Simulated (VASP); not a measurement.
Input of a VASP 6.6.1 run:

INCAR

```
PREC = Accurate
ENCUT = 520
EDIFF = 1E-6
ISMEAR = 0
SIGMA = 0.02
LREAL = F
LASPH = T
NELM = 60
ALGO = Normal
ISIF = 2
LWAVE = F
LCHARG = F
GGA = PE
NBANDS = 61
```

KPOINTS

```
Automatic mesh
0
Gamma
  6 6 4
```

The input POSCAR:

```
MgZn5S6
1.0
    6.7194441058     -0.0000000289      0.0000000000
   -3.3597220279      5.8192093094      0.0000000000
    0.0000000000      0.0000000000      6.3414472000
Mg Zn S
1 5 6
Direct
    0.0000000000      0.0000000000      0.5038940000
    0.3367990000      0.3367990000      0.0052210000
    0.0000000000      0.6632010000      0.0052210000
    0.6632010000      0.0000000000      0.0052210000
    0.6666666667      0.3333333333      0.5047800000
    0.3333333333      0.6666666667      0.5047800000
    0.3443090000      0.3443090000      0.3772840000
    0.0000000000      0.6556910000      0.3772840000
    0.6556910000      0.0000000000      0.3772840000
    0.6666666667      0.3333333333      0.8781620000
    0.3333333333      0.6666666667      0.8781620000
    0.0000000000      0.0000000000      0.8927060000
```

Potentials or basis: VASP PAW PBE potentials, release 64 (Mg, Zn, S).

Launch:

```bash
$ cat potpaw_PBE.64/Mg/POTCAR potpaw_PBE.64/Zn/POTCAR potpaw_PBE.64/S/POTCAR > POTCAR
$ mpirun -np 1 vasp_std > vasp.out
```

Predict the pressure.

0.1 GPa.

What does it give for the largest force?

0.022 eV/Å.

What does it give for the band gap on the k mesh?

2.25 eV.

Forces in eV/Å, atoms in the order of the input:
```
Mg   0.000  0.000 -0.003
Zn   0.000  0.000 -0.001
Zn   0.000  0.000 -0.001
Zn   0.000  0.000 -0.001
Zn   0.000  0.000  0.003
Zn   0.000  0.000  0.003
S   -0.010 -0.018  0.009
S   -0.010  0.018  0.009
S    0.020  0.000  0.009
S    0.000  0.000 -0.004
S    0.000  0.000 -0.004
S    0.000  0.000 -0.020
```
